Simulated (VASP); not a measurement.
A run of VASP 6.6.1 is set up as follows.

File INCAR:

```
SYSTEM = NaCl
PREC     = Accurate       ! precision mode
ENCUT    = 520            ! plane-wave cutoff, eV
EDIFF    = 1E-6           ! SCF threshold, eV
ISMEAR   = 0              ! smearing method
SIGMA    = 0.05           ! smearing width, eV
LREAL    = .False.        ! projectors in reciprocal space
LASPH    = .True.         ! aspherical terms in the spheres
NELM     = 60             ! most SCF steps
ALGO     = Normal         ! electronic algorithm
ISIF     = 2              ! what is computed and relaxed
LWAVE    = .False.        ! write WAVECAR
LCHARG   = .True.         ! write CHGCAR
GGA      = PS             ! functional
LELF     = .True.         ! ELF
LVHAR    = .True.       
NBANDS   = 14             ! bands
```

File KPOINTS:

```
Automatic mesh
0
Gamma
  8 8 8
  0 0 0
```

Contents of POSCAR:

```
NaCl
1.0
    0.0000000000      2.7431992127      3.0175191340
    2.7431992127      0.0000000000      3.0175191340
    2.7431992127      2.7431992127      0.0000000000
Na Cl
1 1
Direct
    0.0000000000      0.0000000000      0.0000000000
    0.5000000000      0.5000000000      0.5000000000
```

Potentials or basis: VASP PAW PBE potentials, release 64 (Na_pv, Cl).

Command:

```console
$ cat potpaw_PBE.64/Na_pv/POTCAR potpaw_PBE.64/Cl/POTCAR > POTCAR
$ mpirun -np 1 vasp_std > vasp.out
```

(1) Estimate the band gap on the k mesh.

(2) Estimate the pressure.

Results:

(1) 4.87 eV.

(2) -0.2 GPa.

Caveat: the PAW data sets were made with another functional, which shifts forces and pressure a little.
